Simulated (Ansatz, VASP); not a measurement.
## One calculation of NiS, two programs

```xyz
4
Lattice="3.4250 0.0000 0.0000 -1.7125 2.9661 0.0000 0.0000 0.0000 5.3400" Properties=species:S:1:pos:R:3 pbc="T T T"
Ni    0.0000    0.0000    0.0000
Ni    0.0000    0.0000    2.6700
S     0.0000    1.9774    1.3350
S     1.7125    0.9887    4.0050
```

Alike in both runs: task single point; functional LDA; k mesh 6 × 6 × 4; occupations gaussian, width 0.05 eV; collinear spin; Hubbard terms Ni d U = 4.0 eV, J = 0.9 eV.

|  | VASP | Ansatz |
| --- | --- | --- |
| version | VASP 6.6.1 | Ansatz 0.2.0 |
| potentials or method | VASP PAW LDA potentials, release 64 (Ni, S), cutoff 520 eV | scalar-relativistic, plane waves, PAW |
| valence electrons in the cell | 32 | 48 |

|  | VASP | Ansatz | Ansatz less VASP |
| --- | --- | --- | --- |
| gap on the k mesh at the Fermi level (eV) | 0.39 | 0.32 | -0.068 |
| least direct gap on the mesh (eV) | 0.79 | 0.71 | -0.077 |
| pressure (GPa) | -6.8 | -4.5 | +2.38 |
| traceless stress, the component that is largest in VASP (GPa) | -1.62 | -1.78 | -0.163 |
| net moment per atom (μB) | 0.00 | 0.00 | 0.000 |
| size of the moment on the site where the two differ most (μB) | 1.07 | 1.07 | -0.006 |

LDA's correlation is that of Perdew and Zunger in VASP and of Perdew and Wang (1992) in Ansatz. Site moments also hang on the region over which each program counts them. The programs project onto different local orbitals, so the same U acts differently, and such runs can settle in different states. VASP's potentials hold 32 valence electrons a cell and Ansatz's 48, so a difference there can come from the potentials and not from the codes. Ansatz's warnings: stress scf threshold loose.
